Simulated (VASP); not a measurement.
Wanted: the native input for a VASP 6.6.1 run.

| Property | Result |
| --- | --- |
| Task | relaxation of cell and atoms |
| Functional | r2SCAN |
| Potentials or basis | VASP PAW PBE potentials, release 64 (Ga_d, Sb) |
| Cutoff | 600 eV |
| k mesh | 6 × 6 × 6 |
| Occupations | fermi-dirac, width 0.02 eV |
| Spin | no spin polarisation |
| Dipole correction | no |
| Further INCAR settings | ALGO = Normal; EDIFF = 1e-06; IBRION = 2; EDIFFG = -0.005; NSW = 80; ISIF = 3 |

The system is GaSb.

```
Ga Sb
1.0
     0.00000    3.10906    3.10906
     3.10906    0.00000    3.10906
     3.10906    3.10906    0.00000
Ga Sb
1 1
Cartesian
  0.0000 0.0000 0.0000
  1.5545 1.5545 1.5545
```

The input as run:

POSCAR

```
GaSb
1.0
    0.0000000000      3.1090646227      3.1090646227
    3.1090646227      0.0000000000      3.1090646227
    3.1090646227      3.1090646227      0.0000000000
Ga Sb
1 1
Direct
    0.0000000000      0.0000000000      0.0000000000
    0.2500000000      0.2500000000      0.2500000000
```

INCAR.step1

```
SYSTEM = GaSb
PREC = Accurate ; ENCUT = 600
ISMEAR = -1 ; SIGMA = 0.02
LREAL = .False. ; LASPH = .True.
NELM = 80 ; GGA = PE
ALGO = Normal ; EDIFF = 1E-4
LWAVE = .True. ; LCHARG = .False.
```

INCAR.step2

```
SYSTEM = GaSb
PREC = Accurate ; ENCUT = 600
EDIFF = 1E-6 ; ISMEAR = -1
SIGMA = 0.02 ; LREAL = .False.
LASPH = .True. ; NELM = 80
ALGO = Normal ; ISIF = 3
LWAVE = .False. ; LCHARG = .False.
METAGGA = R2SCAN ; LMIXTAU = .True.
IBRION = 2 ; NSW = 80
EDIFFG = -0.005 ; ISTART = 1
```

KPOINTS

```
regular mesh
0
Gamma
  6 6 6
  0 0 0
```

Potentials or basis: VASP PAW PBE potentials, release 64 (Ga_d, Sb).

Command:

```sh
$ cat potpaw_PBE.64/Ga_d/POTCAR potpaw_PBE.64/Sb/POTCAR > POTCAR
$ cp INCAR.step1 INCAR
$ mpirun -np 1 vasp_std > vasp.out
$ cp INCAR.step2 INCAR
$ mpirun -np 1 vasp_std > vasp.out
```

It gave:

- Relaxed volume: 28.85 Å³/atom
- Relaxed cell: a = 4.338 Å, b = 4.338 Å, c = 4.338 Å, α = 60.00°, β = 60.00°, γ = 60.00°
- Space group after relaxing (to 0.05 Å): F-43m (No. 216)
- Energy gained by relaxing: 8.0 meV/atom
- Ionic steps: 5
- Pressure after relaxing: 0.0 GPa
- Band gap on the k mesh: 0.39 eV, direct

Caveat: the PAW data sets were made with another functional, which shifts forces and pressure a little; spin-orbit coupling is left out, which moves the levels of the heavy elements.

Wall time 2.2 min on 1 thread of Intel(R) Xeon(R) Platinum 8488C (Sapphire Rapids), with other jobs on the host, peak memory 0.23 GiB.
